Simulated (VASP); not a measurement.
# V: single point with RPBE

Crystal: V.

```
V
1.0
    -3.18042    3.17977    1.24394
     3.17977   -3.18042    1.24394
     1.76841    1.76841   -1.24514
V
2
Direct
  0.00001 0.99999 0.00000
  0.74999 0.25001 0.50000
```

| Item | Value |
| --- | --- |
| Program | VASP 6.6.1 |
| Task | single point |
| Functional | RPBE |
| Potentials or basis | VASP PAW PBE potentials, release 64 (V_sv) |
| Cutoff | 520 eV |
| k mesh | 14 × 14 × 9 |
| Occupations | fermi-dirac, width 0.1 eV |
| Spin | no spin polarisation |

```json
{"Pressure": "0.3 GPa", "Band gap on the k mesh": "zero (bands 13 and 14 overlap by 1.74 eV)"}
```

Levels at points of the mesh, in eV from the Fermi level:
```csv
k point,band 10,band 11,band 12,band 13,band 14,band 15,band 16,band 17
"(0.00, 0.00, 0.00)",-3.14,-0.59,-0.57,0.63,0.73,0.74,1.66,1.66
"(0.50, 0.00, 0.00)",-2.82,-2.15,-0.45,0.44,0.72,1.93,2.40,3.10
"(0.00, 0.50, 0.00)",-2.82,-2.15,-0.45,0.44,0.72,1.93,2.40,3.10
"(0.50, 0.50, 0.00)",-4.71,-0.69,-0.68,-0.24,-0.24,1.54,1.54,1.82
```

It took 3.9 min on 1 thread of Intel(R) Xeon(R) 6975P-C (Granite Rapids), on a shared host, peak memory 0.49 GiB.

Caveat: the PAW data sets were made with another functional, which shifts forces and pressure a little.
